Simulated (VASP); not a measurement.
A run of VASP 6.6.1 is set up as follows.

INCAR

```
SYSTEM = TaSi3
PREC = Accurate ; ENCUT = 600
EDIFF = 1E-6 ; ISMEAR = 0
SIGMA = 0.1 ; LREAL = .FALSE.
LASPH = .TRUE. ; NELM = 100
ALGO = Normal ; ISIF = 3
LWAVE = .FALSE. ; LCHARG = .FALSE.
GGA = PE ; IBRION = 2
NSW = 100 ; EDIFFG = -0.01
```

The input KPOINTS:

```
Automatic mesh
0
G
  12 12 12
  0 0 0
```

File POSCAR:

```
TaSi3
1.0
    3.9139849964      0.0000000000      0.0000000000
    0.0000000000      3.9139849964      0.0000000000
    0.0000000000      0.0000000000      3.9139849964
Ta Si
1 3
Direct
    0.0000000000      0.0000000000      0.0000000000
    0.0000000000      0.5000000000      0.5000000000
    0.5000000000      0.0000000000      0.5000000000
    0.5000000000      0.5000000000      0.0000000000
```

Potentials or basis: VASP PAW PBE potentials, release 64 (Ta_pv, Si).

The run is started by

```sh
$ cat potpaw_PBE.64/Ta_pv/POTCAR potpaw_PBE.64/Si/POTCAR > POTCAR
$ mpirun -np 1 vasp_std > vasp.out
```

Problem. Predict the space group after relaxing (to 0.05 Å).

Solution. Pm-3m (No. 221).

Problem. Estimate the relaxed volume.

Solution. 14.74 Å³/atom.

Problem. What does it give for the relaxed cell?

Solution. a = 3.892 Å, b = 3.892 Å, c = 3.892 Å, α = 90.00°, β = 90.00°, γ = 90.00°.

Step by step:
```csv
step,energy change (eV),largest force (eV/Å),pressure (GPa),volume (Å³)
1,0.0000,0.0000,-2.29,59.96
2,-0.0021,0.0000,2.05,58.12
3,-0.0073,0.0000,0.01,58.95
```
